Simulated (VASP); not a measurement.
# CaO (I-4m2) in VASP: notebook

CaO is run at these levels: PBE, r2SCAN; tasks: single point.

Everything below comes from runs of VASP 6.6.1. Logs are shortened: lines on timing, memory, paths and dates and some standing lists are left out, and cuts for length are marked.

## 1. The cell of the first run

The structure is tetragonal, space group I-4m2 (No. 119). Conventional cell: a = 3.504 Å, b = 3.504 Å, c = 5.213 Å, α = 90.00°, β = 90.00°, γ = 90.00°. Ca (site symmetry -4m2) has 4 O at 2.18 Å within 2.9 Å. Within 2.9 Å of O (site symmetry -4m2) lie 4 Ca at 2.18 Å.

## 2. Single point, PBE (biaxial xy strain -5.0%)

INCAR

```
SYSTEM = CaO
PREC = Accurate
ENCUT = 520
EDIFF = 1E-6
ISMEAR = -1
SIGMA = 0.02
LREAL = .FALSE.
LASPH = .TRUE.
NELM = 100
ALGO = Normal
ISIF = 2
LWAVE = .FALSE.
LCHARG = .FALSE.
GGA = PE
NBANDS = 15
```

KPOINTS

```
regular mesh
0
G
  8 8 8
  0 0 0
```

POSCAR

```
CaO
1.0
    0.0000000000      2.4776985204      2.6067317416
    2.4776985204      0.0000000000      2.6067317416
    2.4776985204      2.4776985204      0.0000000000
Ca O
1 1
Direct
    0.0000000000      0.0000000000      0.0000000000
    0.2500000000      0.2500000000      0.2500000000
```

Potentials or basis: VASP PAW PBE potentials, release 64 (Ca_sv, O).

Command:

```sh
$ cat potpaw_PBE.64/Ca_sv/POTCAR potpaw_PBE.64/O/POTCAR > POTCAR
$ mpirun -np 1 vasp_std > vasp.out
```

OUTCAR:

```text
SYSTEM = CaO
   PREC = Accurate
   ENCUT = 520
   EDIFF = 1E-6
   ISMEAR = -1
   LREAL = .FALSE.
   LASPH = .TRUE.
   NELM = 100
   ISIF = 2
   GGA = PE

 ion  position               nearest neighbor table
   1  0.000  0.000  0.000-   2 2.18   2 2.18   2 2.18   2 2.18
   2  0.250  0.250  0.250-   1 2.18   1 2.18   1 2.18   1 2.18

  LATTYP: Found a body centered tetragonal cell.
 ALAT       =     3.5039948510
 C/A-ratio  =     1.4878627695

  Lattice vectors:

 A1 = (  -2.4776985204,   0.0000000000,   2.6067317416)
 A2 = (   2.4776985204,   0.0000000000,   2.6067317416)
 A3 = (   0.0000000000,   2.4776985204,  -2.6067317416)

Analysis of symmetry for initial positions (statically):
=====================================================================
 Subroutine PRICEL returns:
 Original cell was already a primitive cell.

 Routine SETGRP: Setting up the symmetry group for a
 body centered tetragonal supercell.

 Subroutine GETGRP returns: Found  8 space group operations
 (whereof  8 operations were pure point group operations)
 out of a pool of 16 trial point group operations.

The static configuration has the point symmetry D_2d.

Analysis of symmetry for dynamics (positions and initial velocities):
=====================================================================
 Subroutine PRICEL returns:
 Original cell was already a primitive cell.

 Routine SETGRP: Setting up the symmetry group for a
 body centered tetragonal supercell.

 Subroutine GETGRP returns: Found  8 space group operations
 (whereof  8 operations were pure point group operations)
 out of a pool of 16 trial point group operations.

The dynamic configuration has the point symmetry D_2d.

 Subroutine INISYM returns: Found  8 space group operations
 (whereof  8 operations are pure point group operations),
 and found     1 'primitive' translations

----------------------------------------------------------------------------------------

                                     Primitive cell

  volume of cell :      32.0054

  direct lattice vectors                    reciprocal lattice vectors
     0.000000000  2.477698520  2.606731742    -0.201800177  0.201800177  0.191811068
     2.477698520  0.000000000  2.606731742     0.201800177 -0.201800177  0.191811068
     2.477698520  2.477698520  0.000000000     0.201800177  0.201800177 -0.191811068

  length of vectors
     3.596392683  3.596392683  3.503994851     0.343857687  0.343857687  0.343857687

  position of ions in fractional coordinates (direct lattice)
     0.000000000  0.000000000  0.000000000
     0.250000000  0.250000000  0.250000000

  ion indices of the primitive-cell ions
   primitive index   ion index
                 1           1
                 2           2

----------------------------------------------------------------------------------------

 KPOINTS: regular mesh

Automatic generation of k-mesh.
 Grid dimensions read from file:
 generate k-points for:    8    8    8

 Generating k-lattice:

  Cartesian coordinates                     Fractional coordinates (reciprocal lattice)
    -0.025225022  0.025225022  0.023976384     0.125000000  0.000000000  0.000000000
     0.025225022 -0.025225022  0.023976384     0.000000000  0.125000000  0.000000000
     0.025225022  0.025225022 -0.023976384     0.000000000  0.000000000  0.125000000

  Length of vectors
     0.042982211  0.042982211  0.042982211

  Shift w.r.t. Gamma in fractional coordinates (k-lattice)
     0.000000000  0.000000000  0.000000000

 Subroutine IBZKPT returns following result:
 ===========================================

 Found     59 irreducible k-points:

 Following reciprocal coordinates:
            Coordinates               Weight
  0.000000  0.000000  0.000000      1.000000
  0.125000  0.000000  0.000000      8.000000
  0.250000  0.000000  0.000000      8.000000
  0.375000  0.000000  0.000000      8.000000
  0.500000  0.000000  0.000000      4.000000
  0.125000  0.125000  0.000000      2.000000
[... 16 lines left out ...]
  0.250000  0.000000  0.125000     16.000000
  0.375000  0.000000  0.125000     16.000000
 [... further k-points ...]
   k-points           NKPTS =     59   k-points in BZ     NKDIM =     59   number of bands    NBANDS=     15
   number of dos      NEDOS =    301   number of ions     NIONS =      2
   total plane-waves  NPLWV =  21952
   dimension x,y,z NGX =    28 NGY =   28 NGZ =   28
   dimension x,y,z NGXF=    56 NGYF=   56 NGZF=   56
   ions per type =               1   1
   NGX,Y,Z   is equivalent  to a cutoff of  12.94, 12.94, 13.28 a.u.
   NGXF,Y,Z  is equivalent  to a cutoff of  25.89, 25.89, 26.57 a.u.
 SYSTEM =  CaO
   PREC   = accura    normal or accurate (medium, high low for compatibility)
   ISTART =      0    job   : 0-new  1-cont  2-samecut
   ICHARG =      2    charge: 1-file 2-atom 10-const
   ISPIN  =      1    spin polarized calculation?
   LNONCOLLINEAR =      F non collinear calculations
   LSORBIT =      F    spin-orbit coupling
   LASPH  =      T    aspherical Exc in radial PAW
   ENCUT  =  520.0 eV  38.22 Ry    6.18 a.u.   6.69  6.69  6.52*2*pi/ulx,y,z
   NELM   =    100;   NELMIN=  2; NELMDL= -5     # of ELM steps
   EDIFF  = 0.1E-05   stopping-criterion for ELM
   LREAL  =      F    real-space projection
   EDIFFG = 0.1E-04   stopping-criterion for IOM
   NSW    =      0    number of steps for IOM
   IBRION =     -1    ionic relax: 0-MD 1-quasi-New 2-CG
   NFREE  =      0    steps in history (QN), initial steepest desc. (CG)
   ISIF   =      2    stress and relaxation
   ISYM   =      2    0-nonsym 1-usesym 2-fastsym
   POTIM  = 0.5000    time-step for ionic-motion
   TEBEG  =    0.0;   TEEND  =   0.0 temperature during run
   PSTRESS=    0.0 pullay stress
   NELECT =      16.0000    total number of electrons
   NUPDOWN=      -1.0000    fix difference up-down
   EMIN   =  10.00;   EMAX   =-10.00  energy-range for DOS
   EFERMI =   0.00;   METHOD = LEGACY
   ISMEAR =    -1;   SIGMA  =   0.02  broadening in eV -4-tet -1-fermi 0-gaus
   EFERMI_NEDOS =   21; number of points for ismear=-14 and -15
   IALGO  =     38    algorithm
   IMIX   =      4    mixing-type and parameters
     AMIX     =   0.40;   BMIX     =  1.00
     AMIX_MAG =   1.60;   BMIX_MAG =  1.00
  volume/ion in A,a.u.               =      16.00       107.99
  Fermi-wavevector in a.u.,A,eV,Ry     =   1.299293  2.455308 22.968840  1.688162
  Thomas-Fermi vector in A             =   2.430566
   LORBIT       =      0    0 simple, 1 ext, 2 COOP (PROOUT), +10 PAW based schemes
   GGA     = PE    functional components
   LHFCALC =     F    Hartree Fock is set to
   AEXX    =    0.0000 exact exchange contribution
   IVDW    =     0    specifies the selected vdW correction
   LEPSILON=     F    determine dielectric tensor
   LRPA    =     F    only Hartree local field effects (RPA)
 non-spin polarized calculation
  energy-cutoff  :      520.00
  volume of cell :       32.01
 maximum number of plane-waves:       901
   NGX = 13   NGY = 13   NGZ = 13

 number of electron      15.9999999 magnetization

 Free energy of the ion-electron system (eV)
  ---------------------------------------------------
  ext. energy  EPLUGINS =         0.00000000
  ---------------------------------------------------
  free energy    TOTEN  =       -12.29420132 eV

  energy without entropy =      -12.29420132  energy(sigma->0) =      -12.29420132

 E-fermi :   1.5571     XC(G=0):  -9.4908

 val. band max:        1.0255151756   @ k =   0.5000   0.5000   0.0000
 cond. band min:       4.6592196288   @ k =   0.0000   0.0000   0.0000
 fundamental gap:      3.6337044532
 Fermi energy:         1.5570689611

 k-point     1 :       0.0000    0.0000    0.0000
  band No.  band energies     occupation
      1     -35.7716      2.00000
      2     -16.6838      2.00000
      3     -16.6838      2.00000
      4     -16.6775      2.00000
      5     -13.9855      2.00000
      6       0.1308      2.00000
      7       0.1739      2.00000
      8       0.1739      2.00000
      9       4.6592      0.00000
     10       9.1174      0.00000
     11       9.5605      0.00000
     12      10.9143      0.00000
     13      11.4041      0.00000
     14      11.4041      0.00000
     15      18.2578      0.00000

 k-point     2 :       0.1250    0.0000    0.0000
  band No.  band energies     occupation
      1     -35.7608      2.00000
      2     -16.8843      2.00000
      3     -16.6933      2.00000
      4     -16.6930      2.00000
      5     -13.7928      2.00000
      6      -0.0103      2.00000
      7       0.1990      2.00000
      8       0.2339      2.00000
      9       5.2346      0.00000
     10       8.9492      0.00000
     11       9.3353      0.00000
     12      10.8983      0.00000
     13      11.3824      0.00000
     14      11.5582      0.00000
     15      16.7741      0.00000

 k-point     3 :       0.2500    0.0000    0.0000
  band No.  band energies     occupation
      1     -35.7347      2.00000
      2     -17.2861      2.00000
      3     -16.7264      2.00000
      4     -16.7151      2.00000
      5     -13.4252      2.00000
      6      -0.1893      2.00000
      7       0.3049      2.00000
      8       0.3712      2.00000
      9       6.3978      0.00000
     10       8.8236      0.00000
     11       9.0840      0.00000
     12      10.5020      0.00000
     13      11.4844      0.00000
     14      11.5856      0.00000
     15      14.7052      0.00000
[... 343 lines left out ...]
 k-point    23 :       0.2500    0.0000    0.1250
  band No.  band energies     occupation
      1     -35.7353      2.00000
      2     -17.2238      2.00000
      3     -16.7529      2.00000
      4     -16.7352      2.00000
      5     -13.4416      2.00000
      6      -0.2886      2.00000
      7       0.3105      2.00000
      8       0.4257      2.00000
      9       6.4062      0.00000
     10       8.3020      0.00000
     11       9.4294      0.00000
     12      10.8212      0.00000
     13      11.3509      0.00000
     14      11.6625      0.00000
     15      15.6275      0.00000

 k-point    24 :       0.3750    0.0000    0.1250
  band No.  band energies     occupation
      1     -35.7091      2.00000
      2     -17.5465      2.00000
      3     -16.7894      2.00000
      4     -16.7715      2.00000
      5     -13.1461      2.00000
      6      -0.2417      2.00000
      7       0.4019      2.00000
      8       0.5251      2.00000
      9       7.1350      0.00000
     10       8.2703      0.00000
     11       9.4788      0.00000
     12      10.5600      0.00000
     13      11.2130      0.00000
     14      11.6501      0.00000
     15      14.2165      0.00000

 [... further k-points ...]

------------------------ aborting loop because EDIFF is reached ----------------------------------------

  FORCE on cell =-STRESS in cart. coord.  units (eV):
  Direction    XX          YY          ZZ          XY          YZ          ZX
  --------------------------------------------------------------------------------------
  -------------------------------------------------------------------------------------
  Total        2.4241775      2.4241775      2.3702705      0.0000000      0.0000000      0.0000000
  in kB      121.3533424    121.3533424    118.6547814      0.0000000      0.0000000      0.0000000
  external PRESSURE =     120.4538221 kB  Pullay stress =       0.0000000 kB

 VOLUME and BASIS-vectors are now :
 -----------------------------------------------------------------------------
  energy-cutoff  :      520.00
  volume of cell :       32.01
      direct lattice vectors                 reciprocal lattice vectors
     0.000000000  2.477698520  2.606731742    -0.201800177  0.201800177  0.191811068
     2.477698520  0.000000000  2.606731742     0.201800177 -0.201800177  0.191811068
     2.477698520  2.477698520  0.000000000     0.201800177  0.201800177 -0.191811068

 POSITION                                       TOTAL-FORCE (eV/Angst)
 -----------------------------------------------------------------------------------
      0.00000      0.00000      0.00000        -0.000000     -0.000000     -0.000000
      1.23885      1.23885      1.30337         0.000000      0.000000      0.000000
 -----------------------------------------------------------------------------------
    total drift:                               -0.000000     -0.000000     -0.000000

  FREE ENERGIE OF THE ION-ELECTRON SYSTEM (eV)
  ---------------------------------------------------
  free  energy   TOTEN  =       -12.2942013243 eV

  energy  without entropy=      -12.2942013243  energy(sigma->0) =      -12.29420132
```

Wall time 38 s (1 thread of Intel Xeon 8259CL, shared host); peak memory 0.18 GiB.

What came out:

* Free energy: -12.2942 eV
* Pressure: 12.0 GPa
* Band gap on the k mesh: 3.63 eV (least direct gap 4.49 eV)

Levels at points of the mesh, in eV from the valence-band top:
```csv
k point,band 6,band 7,band 8,band 9,band 10,band 11
"(0.00, 0.00, 0.00)",-0.89,-0.85,-0.85,3.63,8.09,8.54
"(0.50, 0.00, 0.00)",-1.10,-0.61,-0.48,6.42,8.21,8.28
"(0.50, 0.50, 0.00)",-1.73,0.00,0.00,4.95,6.80,9.53
"(0.50, 0.00, 0.50)",-1.71,-0.09,-0.06,5.14,6.90,9.54
```

Caveat: the cell differs from its parent crystal (biaxial xy strain -5.0%); the cell stands under pressure. A k mesh can miss the band edges.

## 3. Single point, PBE (epitaxial xy strain -0.8%)

INCAR

```
  ALGO = Normal
  EDIFF = 1E-7
  ENCUT = 520
  GGA = PE
  ISIF = 2
  ISMEAR = -1
  LASPH = True
  LCHARG = True
  LELF = True
  LREAL = False
  LVHAR = True
  LWAVE = False
  NBANDS = 15
  NELM = 80
  PREC = Accurate
  SIGMA = 0.02
```

KPOINTS

```
k-points
0
Gamma
  8 8 8
```

POSCAR

```
CaO
1.0
    0.0000000000      2.5848351950      2.6413752923
    2.5848351950      0.0000000000      2.6413752923
    2.5848351950      2.5848351950      0.0000000000
Ca O
1 1
Direct
    0.0000000000      0.0000000000      0.0000000000
    0.2500000000      0.2500000000      0.2500000000
```

Potentials or basis: VASP PAW PBE potentials, release 64 (Ca_sv, O).

Command:

```sh
$ cat potpaw_PBE.64/Ca_sv/POTCAR potpaw_PBE.64/O/POTCAR > POTCAR
$ mpirun -np 1 vasp_std > vasp.out
```

It took 50 s on 1 thread of Intel Xeon 8259CL, shared host; peak memory 0.18 GiB.

It converged, with:

* Free energy: -12.4364 eV
* Pressure: 2.1 GPa
* Band gap on the k mesh: 3.32 eV (least direct gap 3.96 eV)

Stress tensor (GPa, compression positive):
```
2.25 0.00 0.00
0.00 2.25 0.00
0.00 0.00 1.89
```

Levels at points of the mesh, in eV from the valence-band top:
| k point | band 6 | band 7 | band 8 | band 9 | band 10 | band 11 |
| --- | --- | --- | --- | --- | --- | --- |
| (0.00, 0.00, 0.00) | -0.66 | -0.64 | -0.64 | 3.32 | 7.88 | 8.05 |
| (0.50, 0.00, 0.00) | -1.02 | -0.41 | -0.36 | 6.13 | 7.85 | 7.89 |
| (0.50, 0.50, 0.00) | -1.47 | 0.00 | 0.00 | 4.87 | 6.59 | 9.02 |
| (0.50, 0.00, 0.50) | -1.45 | -0.04 | -0.03 | 4.95 | 6.63 | 9.02 |

Caveat: the cell differs from its parent crystal (epitaxial xy strain -0.8%). A k mesh can miss the band edges.

## 4. Single point, r2SCAN (biaxial xy strain -5.0%)

POSCAR

```
CaO
1.0
    0.0000000000      2.4776985204      2.6067317416
    2.4776985204      0.0000000000      2.6067317416
    2.4776985204      2.4776985204      0.0000000000
Ca O
1 1
Direct
    0.0000000000      0.0000000000      0.0000000000
    0.2500000000      0.2500000000      0.2500000000
```

INCAR.step1

```
SYSTEM = CaO
PREC = Accurate
ENCUT = 520
ISMEAR = 0
SIGMA = 0.01
LREAL = .False.
LASPH = .True.
NELM = 80
NBANDS = 15
GGA = PE
ALGO = Normal
EDIFF = 1E-4
LWAVE = .True.
LCHARG = .False.
```

INCAR.step2

```
SYSTEM = CaO
PREC = Accurate
ENCUT = 520
EDIFF = 1E-7
ISMEAR = 0
SIGMA = 0.01
LREAL = .False.
LASPH = .True.
NELM = 80
ALGO = Normal
ISIF = 2
LWAVE = .False.
LCHARG = .False.
METAGGA = R2SCAN
LMIXTAU = .True.
NBANDS = 15
ISTART = 1
```

KPOINTS

```
regular mesh
0
Gamma
  8 8 8
  0 0 0
```

Potentials or basis: VASP PAW PBE potentials, release 64 (Ca_sv, O).

Command:

```sh
$ cat potpaw_PBE.64/Ca_sv/POTCAR potpaw_PBE.64/O/POTCAR > POTCAR
$ cp INCAR.step1 INCAR
$ mpirun -np 1 vasp_std > vasp.out
$ cp INCAR.step2 INCAR
$ mpirun -np 1 vasp_std > vasp.out
```

OUTCAR:

```text
SYSTEM = CaO
   PREC = Accurate
   ENCUT = 520
   EDIFF = 1E-7
   ISMEAR = 0
   LREAL = .False.
   LASPH = .True.
   NELM = 80
   ISIF = 2
   METAGGA = R2SCAN
   ISTART = 1

 ion  position               nearest neighbor table
   1  0.000  0.000  0.000-   2 2.18   2 2.18   2 2.18   2 2.18
   2  0.250  0.250  0.250-   1 2.18   1 2.18   1 2.18   1 2.18

  LATTYP: Found a body centered tetragonal cell.
 ALAT       =     3.5039948510
 C/A-ratio  =     1.4878627695

  Lattice vectors:

[... 620 lines left out ...]

  FORCE on cell =-STRESS in cart. coord.  units (eV):
  Direction    XX          YY          ZZ          XY          YZ          ZX
  --------------------------------------------------------------------------------------
  -------------------------------------------------------------------------------------
  Total        2.2813196      2.2813196      2.2464652      0.0000000     -0.0000000      0.0000000
  in kB      114.2019349    114.2019349    112.4571380      0.0000000     -0.0000000      0.0000000
  external PRESSURE =     113.6203359 kB  Pullay stress =       0.0000000 kB

 VOLUME and BASIS-vectors are now :
 -----------------------------------------------------------------------------
  energy-cutoff  :      520.00
  volume of cell :       32.01
      direct lattice vectors                 reciprocal lattice vectors
     0.000000000  2.477698520  2.606731742    -0.201800177  0.201800177  0.191811068
     2.477698520  0.000000000  2.606731742     0.201800177 -0.201800177  0.191811068
     2.477698520  2.477698520  0.000000000     0.201800177  0.201800177 -0.191811068

 POSITION                                       TOTAL-FORCE (eV/Angst)
 -----------------------------------------------------------------------------------
      0.00000      0.00000      0.00000         0.000000      0.000000     -0.000000
      1.23885      1.23885      1.30337        -0.000000     -0.000000      0.000000
 -----------------------------------------------------------------------------------
    total drift:                               -0.000000     -0.000000     -0.000000

  FREE ENERGIE OF THE ION-ELECTRON SYSTEM (eV)
  ---------------------------------------------------
  free  energy   TOTEN  =       -18.8134692299 eV

  energy  without entropy=      -18.8134692299  energy(sigma->0) =      -18.81346923
```

Wall time 2.9 min (1 thread of Intel Xeon 8259CL, shared host); peak memory 0.18 GiB.

What came out:

```yaml
Free_energy: -18.8135 eV
Pressure: 11.4 GPa
Band_gap_on_the_k_mesh: 4.04 eV (least direct gap 4.90 eV)
```

Stress tensor (GPa, compression positive):
```
11.42  0.00  0.00
 0.00 11.42  0.00
 0.00  0.00 11.25
```

Levels at points of the mesh, in eV from the valence-band top:
| k point | band 6 | band 7 | band 8 | band 9 | band 10 | band 11 |
| --- | --- | --- | --- | --- | --- | --- |
| (0.00, 0.00, 0.00) | -0.90 | -0.86 | -0.86 | 4.04 | 8.77 | 9.23 |
| (0.50, 0.00, 0.00) | -1.10 | -0.61 | -0.48 | 6.87 | 8.87 | 8.95 |
| (0.50, 0.50, 0.00) | -1.72 | 0.00 | 0.00 | 5.35 | 7.39 | 10.27 |
| (0.50, 0.00, 0.50) | -1.71 | -0.09 | -0.06 | 5.55 | 7.50 | 10.28 |

Caveat: the cell differs from its parent crystal (biaxial xy strain -5.0%); the cell stands under pressure; the PAW data sets were made with another functional, which shifts forces and pressure a little. A k mesh can miss the band edges.

## 5. Overview

| level | cell | smearing | gap on the mesh (eV) | pressure (GPa) |
| --- | --- | --- | --- | --- |
| PBE | a = 3.596, b = 3.596, c = 3.504 Å, angles 60.8, 60.8, 58.3°, 2 atoms | fermi-dirac 0.02 eV | 3.63 | 12.0 |
| PBE | a = 3.696, b = 3.696, c = 3.656 Å, angles 60.4, 60.4, 59.3°, 2 atoms | fermi-dirac 0.02 eV | 3.32 | 2.1 |
| r2SCAN | a = 3.596, b = 3.596, c = 3.504 Å, angles 60.8, 60.8, 58.3°, 2 atoms | gaussian 0.01 eV | 4.04 | 11.4 |

Alike in all rows: task single point; potentials or basis VASP PAW PBE potentials, release 64 (Ca_sv, O); no spin polarisation; k mesh 8 × 8 × 8; cutoff (eV) 520.

Caveats: the cell stands under pressure (at least some runs); the PAW data sets were made with another functional, which shifts forces and pressure a little (at least some runs).

Total energies depend on the potentials used, so only differences within one code and one set of settings carry meaning.
